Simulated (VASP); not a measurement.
# BN in VASP: further runs, part 2 of 2

VASP 6.6.1. The steps go on from the part before.

**5. Single point, HSE06**

This run uses another cell than the first one, of 5.88 Å³/atom.

File POSCAR:

```
BN
1.0
    0.0000000000      1.8048245542      1.8048245542
    1.8048245542      0.0000000000      1.8048245542
    1.8048245542      1.8048245542      0.0000000000
B N
1 1
Direct
    0.0000000000      0.0000000000      0.0000000000
    0.2500000000      0.2500000000      0.2500000000
```

File INCAR.step1:

```
PREC     = Accurate       # precision mode
ENCUT    = 520            # plane-wave cutoff, eV
EDIFF    = 1E-5           # SCF threshold, eV
ISMEAR   = 0              # smearing method
SIGMA    = 0.01           # smearing width, eV
LREAL    = F              # projectors in reciprocal space
LASPH    = T              # aspherical terms in the spheres
NELM     = 80             # most SCF steps
ALGO     = Normal         # electronic algorithm
ISIF     = 2              # what is computed and relaxed
LWAVE    = T              # write WAVECAR
LCHARG   = F              # write CHGCAR
GGA      = PE             # functional
NBANDS   = 11             # bands
```

File INCAR.step2:

```
PREC     = Accurate       # precision mode
ENCUT    = 520            # plane-wave cutoff, eV
EDIFF    = 1E-7           # SCF threshold, eV
ISMEAR   = 0              # smearing method
SIGMA    = 0.01           # smearing width, eV
LREAL    = F              # projectors in reciprocal space
LASPH    = T              # aspherical terms in the spheres
NELM     = 80             # most SCF steps
ALGO     = Normal         # electronic algorithm
ISIF     = 2              # what is computed and relaxed
LWAVE    = F              # write WAVECAR
LCHARG   = F              # write CHGCAR
GGA      = PE             # functional
LHFCALC  = T              # exact exchange
HFSCREEN = 0.2079         # screening, 1/A
PRECFOCK = Normal       
ISTART   = 1            
NBANDS   = 11             # bands
```

File KPOINTS:

```
Automatic mesh
0
Gamma
  8 8 8
```

Potentials or basis: VASP PAW PBE potentials, release 64 (B, N).

Launch:

```sh
$ cat potpaw_PBE.64/B/POTCAR potpaw_PBE.64/N/POTCAR > POTCAR
$ cp INCAR.step1 INCAR
$ mpirun -np 1 vasp_std > vasp.out
$ cp INCAR.step2 INCAR
$ mpirun -np 1 vasp_std > vasp.out
```

OUTCAR:

```text
PREC = Accurate
   ENCUT = 520
   EDIFF = 1E-7
   ISMEAR = 0
   LREAL = F
   LASPH = T
   NELM = 80
   ISIF = 2
   GGA = PE
   LHFCALC = T
   HFSCREEN = 0.2079
   PRECFOCK = Normal
   ISTART = 1

 ion  position               nearest neighbor table
   1  0.000  0.000  0.000-   2 1.56   2 1.56   2 1.56   2 1.56
   2  0.250  0.250  0.250-   1 1.56   1 1.56   1 1.56   1 1.56

  LATTYP: Found a face centered cubic cell.
 ALAT       =     3.6096491084

  Lattice vectors:

 A1 = (   0.0000000000,   1.8048245542,   1.8048245542)
 A2 = (   1.8048245542,   0.0000000000,   1.8048245542)
 A3 = (   1.8048245542,   1.8048245542,   0.0000000000)

Analysis of symmetry for initial positions (statically):
=====================================================================
 Subroutine PRICEL returns:
 Original cell was already a primitive cell.

 Routine SETGRP: Setting up the symmetry group for a
 face centered cubic supercell.

 Subroutine GETGRP returns: Found 24 space group operations
 (whereof 24 operations were pure point group operations)
 out of a pool of 48 trial point group operations.

The static configuration has the point symmetry T_d .

Analysis of symmetry for dynamics (positions and initial velocities):
=====================================================================
 Subroutine PRICEL returns:
 Original cell was already a primitive cell.

 Routine SETGRP: Setting up the symmetry group for a
 face centered cubic supercell.

 Subroutine GETGRP returns: Found 24 space group operations
 (whereof 24 operations were pure point group operations)
 out of a pool of 48 trial point group operations.

The dynamic configuration has the point symmetry T_d .

 Subroutine INISYM returns: Found 24 space group operations
 (whereof 24 operations are pure point group operations),
 and found     1 'primitive' translations

----------------------------------------------------------------------------------------

                                     Primitive cell

  volume of cell :      11.7580

  direct lattice vectors                    reciprocal lattice vectors
     0.000000000  1.804824554  1.804824554    -0.277035238  0.277035238  0.277035238
     1.804824554  0.000000000  1.804824554     0.277035238 -0.277035238  0.277035238
     1.804824554  1.804824554  0.000000000     0.277035238  0.277035238 -0.277035238

  length of vectors
     2.552407362  2.552407362  2.552407362     0.479839108  0.479839108  0.479839108

  position of ions in fractional coordinates (direct lattice)
     0.000000000  0.000000000  0.000000000
     0.250000000  0.250000000  0.250000000

  ion indices of the primitive-cell ions
   primitive index   ion index
                 1           1
                 2           2

----------------------------------------------------------------------------------------

 KPOINTS: Automatic mesh

Automatic generation of k-mesh.
 Grid dimensions read from file:
 generate k-points for:    8    8    8

 Generating k-lattice:

[... 23 lines left out ...]
  0.125000  0.125000  0.000000      6.000000
[... 16 lines left out ...]
  0.500000  0.250000  0.125000     48.000000
 -0.375000  0.250000  0.125000     24.000000
 [... further k-points ...]
   k-points           NKPTS =     29   k-points in BZ     NKDIM =    512   number of bands    NBANDS=     11
   number of dos      NEDOS =    301   number of ions     NIONS =      2
   total plane-waves  NPLWV =   8000
   dimension x,y,z NGX =    20 NGY =   20 NGZ =   20
   dimension x,y,z NGXF=    40 NGYF=   40 NGZF=   40
   ions per type =               1   1
   NGX,Y,Z   is equivalent  to a cutoff of  13.03, 13.03, 13.03 a.u.
   NGXF,Y,Z  is equivalent  to a cutoff of  26.05, 26.05, 26.05 a.u.
 SYSTEM =  unknown system
   PREC   = accura    normal or accurate (medium, high low for compatibility)
   ISTART =      1    job   : 0-new  1-cont  2-samecut
   ICHARG =      0    charge: 1-file 2-atom 10-const
   ISPIN  =      1    spin polarized calculation?
   LNONCOLLINEAR =      F non collinear calculations
   LSORBIT =      F    spin-orbit coupling
   LASPH  =      T    aspherical Exc in radial PAW
   ENCUT  =  520.0 eV  38.22 Ry    6.18 a.u.   4.75  4.75  4.75*2*pi/ulx,y,z
   NELM   =     80;   NELMIN=  2; NELMDL=  0     # of ELM steps
   EDIFF  = 0.1E-06   stopping-criterion for ELM
   LREAL  =      F    real-space projection
   EDIFFG = 0.1E-05   stopping-criterion for IOM
   NSW    =      0    number of steps for IOM
   IBRION =     -1    ionic relax: 0-MD 1-quasi-New 2-CG
   NFREE  =      0    steps in history (QN), initial steepest desc. (CG)
   ISIF   =      2    stress and relaxation
   ISYM   =      3    0-nonsym 1-usesym 2-fastsym
   POTIM  = 0.5000    time-step for ionic-motion
   TEBEG  =    0.0;   TEEND  =   0.0 temperature during run
   PSTRESS=    0.0 pullay stress
   NELECT =       8.0000    total number of electrons
   NUPDOWN=      -1.0000    fix difference up-down
   EMIN   =  10.00;   EMAX   =-10.00  energy-range for DOS
   EFERMI =   0.00;   METHOD = LEGACY
   ISMEAR =     0;   SIGMA  =   0.01  broadening in eV -4-tet -1-fermi 0-gaus
   EFERMI_NEDOS =   21; number of points for ismear=-14 and -15
   IALGO  =     38    algorithm
   IMIX   =      1    mixing-type and parameters
     AMIX     =   0.40;   BMIX     =  1.00
     AMIX_MAG =   1.60;   BMIX_MAG =  1.00
  volume/ion in A,a.u.               =       5.88        39.67
  Fermi-wavevector in a.u.,A,eV,Ry     =   1.439881  2.720980 28.208365  2.073256
  Thomas-Fermi vector in A             =   2.558687
   LORBIT       =      0    0 simple, 1 ext, 2 COOP (PROOUT), +10 PAW based schemes
   GGA     = PE    functional components
   LHFCALC =     T    Hartree Fock is set to
   PRECFOCK=normal    Normal, Fast or Accurate (Low or Medium for compatibility)
   ENCUT4O =  -1.0   cutoff for four orbital integrals eV
   NKREDX  =     1    reduce k-point grid by
   NKREDY  =     1    reduce k-point grid by
   NKREDZ  =     1    reduce k-point grid by
   AEXX    =    0.2500 exact exchange contribution
   HFSCREEN=    0.2079 screening length (either q_TF or 0.3 A-1)
   HFSCREENC=   0.2079 screening length for correlation (either q_TF or 0.3 A-1)
   ENCUTFOCK=  -1.0 apply spherical cutoff to Coloumb kernel
   IVDW    =     0    specifies the selected vdW correction
   LEPSILON=     F    determine dielectric tensor
   LRPA    =     F    only Hartree local field effects (RPA)
 non-spin polarized calculation
 Gauss-broadening in eV      SIGMA  =   0.01
  energy-cutoff  :      520.00
  volume of cell :       11.76
 maximum number of plane-waves:       332
  NGX = 16; NGY = 16; NGZ = 16

 number of electron       7.9999999 magnetization

 Free energy of the ion-electron system (eV)
  ---------------------------------------------------
  ext. energy  EPLUGINS =         0.00000000
  ---------------------------------------------------
  free energy    TOTEN  =       -20.32734314 eV

  energy without entropy =      -20.32734314  energy(sigma->0) =      -20.32734314

 E-fermi :   6.6982     XC(G=0): -10.5053

 val. band max:        6.5987185317   @ k =   0.0000   0.0000   0.0000
 cond. band min:      12.3781202933   @ k =   0.5000   0.5000   0.0000
 fundamental gap:      5.7794017616
 Fermi energy:         6.6981535861

 k-point     1 :       0.0000    0.0000    0.0000
  band No.  band energies     occupation
      1     -15.5593      2.00000
      2       6.5987      2.00000
      3       6.5987      2.00000
      4       6.5987      2.00000
      5      17.1732      0.00000
      6      17.1732      0.00000
      7      17.1732      0.00000
      8      18.8034      0.00000
      9      33.4153      0.00000
     10      36.4120      0.00000
     11      36.4120      0.00000
[... 309 lines left out ...]
 k-point    24 :      -0.3750    0.2500    0.1250
  band No.  band energies     occupation
      1     -10.2526      2.00000
      2      -3.9825      2.00000
      3       1.3253      2.00000
      4       2.8605      2.00000
      5      17.8433      0.00000
      6      19.6294      0.00000
      7      23.2022      0.00000
      8      24.6885      0.00000
      9      28.0914      0.00000
     10      34.8753      0.00000
     11      36.4357      0.00000

 [... further k-points ...]
[... 5 lines left out ...]
  --------------------------------------------------------------------------------------
  -------------------------------------------------------------------------------------
  Total       -0.2872676     -0.2872676     -0.2872676     -0.0000000      0.0000000      0.0000000
  in kB      -39.1437312    -39.1437312    -39.1437312     -0.0000000      0.0000000      0.0000000
  external PRESSURE =     -39.1437312 kB  Pullay stress =       0.0000000 kB

 VOLUME and BASIS-vectors are now :
 -----------------------------------------------------------------------------
  energy-cutoff  :      520.00
  volume of cell :       11.76
      direct lattice vectors                 reciprocal lattice vectors
     0.000000000  1.804824554  1.804824554    -0.277035238  0.277035238  0.277035238
     1.804824554  0.000000000  1.804824554     0.277035238 -0.277035238  0.277035238
     1.804824554  1.804824554  0.000000000     0.277035238  0.277035238 -0.277035238

 POSITION                                       TOTAL-FORCE (eV/Angst)
 -----------------------------------------------------------------------------------
      0.00000      0.00000      0.00000        -0.000000     -0.000000     -0.000000
      0.90241      0.90241      0.90241         0.000000      0.000000      0.000000
 -----------------------------------------------------------------------------------
    total drift:                                0.000000     -0.000000     -0.000000

  FREE ENERGIE OF THE ION-ELECTRON SYSTEM (eV)
  ---------------------------------------------------
  free  energy   TOTEN  =       -20.3273431421 eV

  energy  without entropy=      -20.3273431421  energy(sigma->0) =      -20.32734314
```

Run time: 12 min. Hardware: 1 thread of Intel Xeon 6975P-C, shared host; peak memory 0.23 GiB.

What came out:

- Free energy: -20.3273 eV
- Pressure: -3.9 GPa
- Band gap on the k mesh: 5.78 eV (least direct gap 10.57 eV)

Levels at points of the mesh, in eV from the valence-band top:
```
           k point  band 2  band 3  band 4  band 5  band 6  band 7
(0.00, 0.00, 0.00)    0.00    0.00    0.00   10.57   10.57   10.57
(0.50, 0.00, 0.00)  -11.67   -2.11   -2.11   11.90   12.54   12.54
(0.50, 0.50, 0.00)   -9.80   -5.34   -5.34    5.78   10.76   20.53
```

Caveat: the cell stands under tension; the PAW data sets were made with another functional, which shifts forces and pressure a little. A k mesh can miss the band edges.

**6. The runs side by side**

| level | cell | k mesh | grid for exact exchange (PRECFOCK) | share of exact exchange | screening parameter | gap on the mesh (eV) | pressure (GPa) |
| --- | --- | --- | --- | --- | --- | --- | --- |
| r2SCAN | a = 2.552, b = 2.526, c = 2.526 Å, angles 60.7, 59.7, 59.7°, 2 atoms | 12 × 12 × 12 | - | - | - | 4.62 | 9.7 |
| r2SCAN | a = 2.565, b = 2.565, c = 2.596 Å, angles 59.6, 59.6, 60.8°, 2 atoms | 12 × 12 × 12 | - | - | - | 4.52 | -8.8 |
| r2SCAN | a = 2.623, b = 2.623, c = 2.552 Å, angles 60.9, 60.9, 58.2°, 2 atoms | 12 × 12 × 12 | - | - | - | 4.44 | -17.9 |
| HSE06 | a = 2.552 Å, angles 60.0°, 2 atoms | 8 × 8 × 8 | Normal | 0.25 | 0.2079 1/Å | 5.78 | -3.9 |

Alike in all rows: task single point; potentials or basis VASP PAW PBE potentials, release 64 (B, N); no spin polarisation; cutoff (eV) 520; smearing gaussian 0.01 eV.

Caveats: the PAW data sets were made with another functional, which shifts forces and pressure a little; the stress differs along the axes, from 5 to 18 GPa (at least some runs); the stress differs along the axes, from -14 to 1 GPa (at least some runs); the stress differs along the axes, from -41 to -6 GPa (at least some runs); the cell stands under tension (at least some runs).

Total energies depend on the potentials used, so only differences within one code and one set of settings carry meaning.
